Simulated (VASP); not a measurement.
# InAs (Pm-3m) in VASP: notebook

The runs below take InAs through single point, with r2SCAN, PBE.

Program: VASP 6.6.1. These are calculated values, not measurements. Logs are shortened: lines on timing, memory, paths and dates and some standing lists are left out, and cuts for length are marked.

**1. The cell of the first run**

Symmetry: Pm-3m, No. 221, cubic system. The conventional cell has a = 3.537 Å, b = 3.537 Å, c = 3.537 Å, α = 90.00°, β = 90.00°, γ = 90.00°. Within 4.0 Å of In (site symmetry m-3m) lie 8 As at 3.06 Å and 6 In at 3.54 Å. As (site symmetry m-3m) has 8 In at 3.06 Å and 6 As at 3.54 Å within 4.0 Å.

**2. Single point, r2SCAN**

Contents of POSCAR:

```
InAs
1.0
    3.5365410790      0.0000000000      0.0000000000
    0.0000000000      3.5365410790      0.0000000000
    0.0000000000      0.0000000000      3.5365410790
In As
1 1
Direct
    0.0000000000      0.0000000000      0.0000000000
    0.5000000000      0.5000000000      0.5000000000
```

Contents of INCAR.step1:

```
PREC     = Accurate       # precision mode
ENCUT    = 550            # plane-wave cutoff, eV
ISMEAR   = -1             # smearing method
SIGMA    = 0.02           # smearing width, eV
LREAL    = F              # projectors in reciprocal space
LASPH    = T              # aspherical terms in the spheres
NELM     = 120            # most SCF steps
NBANDS   = 16             # bands
GGA      = PE             # functional
ALGO     = Normal         # electronic algorithm
EDIFF    = 1E-5           # SCF threshold, eV
LWAVE    = T              # write WAVECAR
LCHARG   = F              # write CHGCAR
GGA_COMPAT= F
```

Contents of INCAR.step2:

```
PREC     = Accurate       # precision mode
ENCUT    = 550            # plane-wave cutoff, eV
EDIFF    = 1E-6           # SCF threshold, eV
ISMEAR   = -1             # smearing method
SIGMA    = 0.02           # smearing width, eV
LREAL    = F              # projectors in reciprocal space
LASPH    = T              # aspherical terms in the spheres
NELM     = 120            # most SCF steps
ALGO     = Normal         # electronic algorithm
ISIF     = 2              # what is computed and relaxed
LWAVE    = F              # write WAVECAR
LCHARG   = F              # write CHGCAR
METAGGA  = R2SCAN         # meta-GGA
LMIXTAU  = T            
NBANDS   = 16             # bands
ISTART   = 1            
GGA_COMPAT= F
```

Contents of KPOINTS:

```
Automatic mesh
0
Gamma
  6 6 6
```

Potentials or basis: VASP PAW PBE potentials, release 64 (In_d, As).

Command:

```console
$ cat potpaw_PBE.64/In_d/POTCAR potpaw_PBE.64/As/POTCAR > POTCAR
$ cp INCAR.step1 INCAR
$ mpirun -np 1 vasp_std > vasp.out
$ cp INCAR.step2 INCAR
$ mpirun -np 1 vasp_std > vasp.out
```

OUTCAR:

```text
PREC = Accurate
   ENCUT = 550
   EDIFF = 1E-6
   ISMEAR = -1
   LREAL = F
   LASPH = T
   NELM = 120
   ISIF = 2
   METAGGA = R2SCAN
   ISTART = 1

 ion  position               nearest neighbor table
   1  0.000  0.000  0.000-   2 3.06   2 3.06   2 3.06   2 3.06   2 3.06   2 3.06   2 3.06   2 3.06

   2  0.500  0.500  0.500-   1 3.06   1 3.06   1 3.06   1 3.06   1 3.06   1 3.06   1 3.06   1 3.06

  LATTYP: Found a simple cubic cell.
 ALAT       =     3.5365410790

  Lattice vectors:

 A1 = (   3.5365410790,   0.0000000000,   0.0000000000)
 A2 = (   0.0000000000,   3.5365410790,   0.0000000000)
 A3 = (   0.0000000000,   0.0000000000,   3.5365410790)

Analysis of symmetry for initial positions (statically):
=====================================================================
 Subroutine PRICEL returns:
 Original cell was already a primitive cell.

 Routine SETGRP: Setting up the symmetry group for a
 simple cubic supercell.

 Subroutine GETGRP returns: Found 48 space group operations
 (whereof 48 operations were pure point group operations)
 out of a pool of 48 trial point group operations.

The static configuration has the point symmetry O_h .

Analysis of symmetry for dynamics (positions and initial velocities):
=====================================================================
 Subroutine PRICEL returns:
 Original cell was already a primitive cell.

 Routine SETGRP: Setting up the symmetry group for a
 simple cubic supercell.

 Subroutine GETGRP returns: Found 48 space group operations
 (whereof 48 operations were pure point group operations)
 out of a pool of 48 trial point group operations.

The dynamic configuration has the point symmetry O_h .

 Subroutine INISYM returns: Found 48 space group operations
 (whereof 48 operations are pure point group operations),
 and found     1 'primitive' translations

----------------------------------------------------------------------------------------

                                     Primitive cell

  volume of cell :      44.2320

  direct lattice vectors                    reciprocal lattice vectors
     3.536541079  0.000000000  0.000000000     0.282762162  0.000000000  0.000000000
     0.000000000  3.536541079  0.000000000     0.000000000  0.282762162  0.000000000
     0.000000000  0.000000000  3.536541079     0.000000000  0.000000000  0.282762162

  length of vectors
     3.536541079  3.536541079  3.536541079     0.282762162  0.282762162  0.282762162

  position of ions in fractional coordinates (direct lattice)
     0.000000000  0.000000000  0.000000000
[... 74 lines left out ...]
   LREAL  =      F    real-space projection
   EDIFFG = 0.1E-04   stopping-criterion for IOM
   NSW    =      0    number of steps for IOM
   IBRION =     -1    ionic relax: 0-MD 1-quasi-New 2-CG
   NFREE  =      0    steps in history (QN), initial steepest desc. (CG)
   ISIF   =      2    stress and relaxation
   ISYM   =      2    0-nonsym 1-usesym 2-fastsym
   POTIM  = 0.5000    time-step for ionic-motion
   TEBEG  =    0.0;   TEEND  =   0.0 temperature during run
   PSTRESS=    0.0 pullay stress
   NELECT =      18.0000    total number of electrons
   NUPDOWN=      -1.0000    fix difference up-down
   EMIN   =  10.00;   EMAX   =-10.00  energy-range for DOS
   EFERMI =   0.00;   METHOD = LEGACY
   ISMEAR =    -1;   SIGMA  =   0.02  broadening in eV -4-tet -1-fermi 0-gaus
   EFERMI_NEDOS =   21; number of points for ismear=-14 and -15
   IALGO  =     38    algorithm
   IMIX   =      4    mixing-type and parameters
     AMIX     =   0.40;   BMIX     =  1.00
     AMIX_MAG =   1.60;   BMIX_MAG =  1.00
  volume/ion in A,a.u.               =      22.12       149.25
  Fermi-wavevector in a.u.,A,eV,Ry     =   1.213166  2.292552 20.024676  1.471772
  Thomas-Fermi vector in A             =   2.348627
   LORBIT       =      0    0 simple, 1 ext, 2 COOP (PROOUT), +10 PAW based schemes
   METAGGA = R2SCAN    functional components
   LHFCALC =     F    Hartree Fock is set to
   AEXX    =    0.0000 exact exchange contribution
   IVDW    =     0    specifies the selected vdW correction
   LEPSILON=     F    determine dielectric tensor
   LRPA    =     F    only Hartree local field effects (RPA)
 non-spin polarized calculation
  energy-cutoff  :      550.00
  volume of cell :       44.23
 maximum number of plane-waves:      1328
 NGX is ok and might be reduce to    28
   NGX = 13   NGY = 13   NGZ = 13

 number of electron      18.0000010 magnetization

 Free energy of the ion-electron system (eV)
  ---------------------------------------------------
  ext. energy  EPLUGINS =         0.00000000
  ---------------------------------------------------
  free energy    TOTEN  =       -36.84745367 eV

  energy without entropy =      -36.84603085  energy(sigma->0) =      -36.84674226

 E-fermi :   6.9124     XC(G=0): -11.2087

 val. band max:        6.8314354594   @ k =   0.3333   0.3333   0.3333
 cond. band min:       6.9302763194   @ k =   0.5000   0.5000   0.5000
 fundamental gap:      0.0988408599
 Fermi energy:         6.9124046969

 k-point     1 :       0.0000    0.0000    0.0000
  band No.  band energies     occupation
      1      -8.2620      2.00000
      2      -8.2620      2.00000
      3      -8.0488      2.00000
      4      -8.0488      2.00000
      5      -8.0488      2.00000
      6      -6.3175      2.00000
[... 357 lines left out ...]
      3      -8.2444      2.00000
      4      -7.9516      2.00000
      5      -7.9516      2.00000
      6      -2.5451      2.00000
[... 8 lines left out ...]
     15      25.6666      0.00000
     16      25.6666      0.00000

------------------------ aborting loop because EDIFF is reached ----------------------------------------

  FORCE on cell =-STRESS in cart. coord.  units (eV):
  Direction    XX          YY          ZZ          XY          YZ          ZX
  --------------------------------------------------------------------------------------
  -------------------------------------------------------------------------------------
  Total        0.0257321      0.0257321      0.0257321      0.0000000     -0.0000000      0.0000000
  in kB        0.9320709      0.9320709      0.9320709      0.0000000     -0.0000000      0.0000000
  external PRESSURE =       0.9320709 kB  Pullay stress =       0.0000000 kB

 VOLUME and BASIS-vectors are now :
 -----------------------------------------------------------------------------
  energy-cutoff  :      550.00
  volume of cell :       44.23
      direct lattice vectors                 reciprocal lattice vectors
     3.536541079  0.000000000  0.000000000     0.282762162  0.000000000  0.000000000
     0.000000000  3.536541079  0.000000000     0.000000000  0.282762162  0.000000000
     0.000000000  0.000000000  3.536541079     0.000000000  0.000000000  0.282762162

 POSITION                                       TOTAL-FORCE (eV/Angst)
 -----------------------------------------------------------------------------------
      0.00000      0.00000      0.00000         0.000000      0.000000      0.000000
      1.76827      1.76827      1.76827         0.000000      0.000000      0.000000
 -----------------------------------------------------------------------------------
    total drift:                               -0.000000      0.000000     -0.000000

  FREE ENERGIE OF THE ION-ELECTRON SYSTEM (eV)
  ---------------------------------------------------
  free  energy   TOTEN  =       -36.8474536662 eV

  energy  without entropy=      -36.8460308509  energy(sigma->0) =      -36.84674226
```

OSZICAR.step1:

```text
N       E                     dE             d eps       ncg     rms          rms(c)
DAV:   1     0.111056187647E+03    0.11106E+03   -0.86353E+03   640   0.137E+03
DAV:   2    -0.462260130304E+00   -0.11152E+03   -0.10685E+03   704   0.311E+02
DAV:   3    -0.679765673351E+01   -0.63354E+01   -0.62737E+01   832   0.692E+01
DAV:   4    -0.694020401246E+01   -0.14255E+00   -0.14249E+00   816   0.104E+01
DAV:   5    -0.694618030767E+01   -0.59763E-02   -0.59754E-02   920   0.197E+00    0.307E+00
DAV:   6    -0.684678865758E+01    0.99392E-01   -0.12976E-01   848   0.681E+00    0.175E+00
DAV:   7    -0.683618053779E+01    0.10608E-01   -0.36189E-02   936   0.228E+00    0.513E-01
DAV:   8    -0.683507663976E+01    0.11039E-02   -0.78482E-03   952   0.131E+00    0.117E-01
DAV:   9    -0.683452376881E+01    0.55287E-03   -0.14333E-03   904   0.615E-01    0.483E-02
DAV:  10    -0.683453918936E+01   -0.15421E-04   -0.11144E-04   808   0.825E-02    0.419E-02
DAV:  11    -0.683453924996E+01   -0.60606E-07   -0.70066E-06   488   0.347E-02
   1 F= -.68345392E+01 E0= -.68325626E+01  d E =-.395334E-02
```

Wall time 31 s (1 thread of AMD EPYC 9R45 (Zen 5), shared host); peak memory 0.14 GiB.

Results:

```
Free energy            : -36.8475 eV
Pressure               : 0.1 GPa
Band gap on the k mesh : zero (bands 9 and 10 overlap by 2.69 eV)
```

Caveat: the PAW data sets were made with another functional, which shifts forces and pressure a little; spin-orbit coupling is left out, which moves the levels of the heavy elements.

**3. Single point, PBE, non-collinear spin, zero start, spin-orbit coupling**

Contents of INCAR:

```
SYSTEM = InAs
ALGO     = Normal         ! electronic algorithm
EDIFF    = 1E-6           ! SCF threshold, eV
ENCUT    = 500            ! plane-wave cutoff, eV
GGA      = PE             ! functional
GGA_COMPAT= .FALSE.      
ISIF     = 2              ! what is computed and relaxed
ISMEAR   = -1             ! smearing method
LASPH    = .TRUE.         ! aspherical terms in the spheres
LCHARG   = .TRUE.         ! write CHGCAR
LORBIT   = 11             ! projections on sites
LORBMOM  = .TRUE.       
LREAL    = .FALSE.        ! projectors in reciprocal space
LSORBIT  = .TRUE.         ! spin-orbit coupling
LVHAR    = .TRUE.       
LWAVE    = .FALSE.        ! write WAVECAR
MAGMOM   = 0 0 0 0 0 0    ! initial moments
NBANDS   = 30             ! bands
NELM     = 200            ! most SCF steps
PREC     = Accurate       ! precision mode
SIGMA    = 0.02           ! smearing width, eV
```

Contents of KPOINTS:

```
k-points
0
G
  4 4 4
  0 0 0
```

POSCAR is that of step 2.

Potentials or basis: VASP PAW PBE potentials, release 64 (In_d, As).

Command:

```console
$ cat potpaw_PBE.64/In_d/POTCAR potpaw_PBE.64/As/POTCAR > POTCAR
$ mpirun -np 1 vasp_ncl > vasp.out
```

Wall time 16 s (1 thread of AMD EPYC 9R45 (Zen 5), shared host); peak memory 0.21 GiB.

Results (log left out):

* Free energy: -6.8848 eV
* Pressure: 2.6 GPa
* Net moment: 0.00 μB per cell
* Valence electrons inside the program's atomic spheres: In 11.35; As 2.64

Moments on the atoms (μB; x, y, z):
```
In  0.00 0.00 0.00
As  0.00 0.00 0.00
```

Caveat: the k points lie up to 0.44 Å⁻¹ apart.
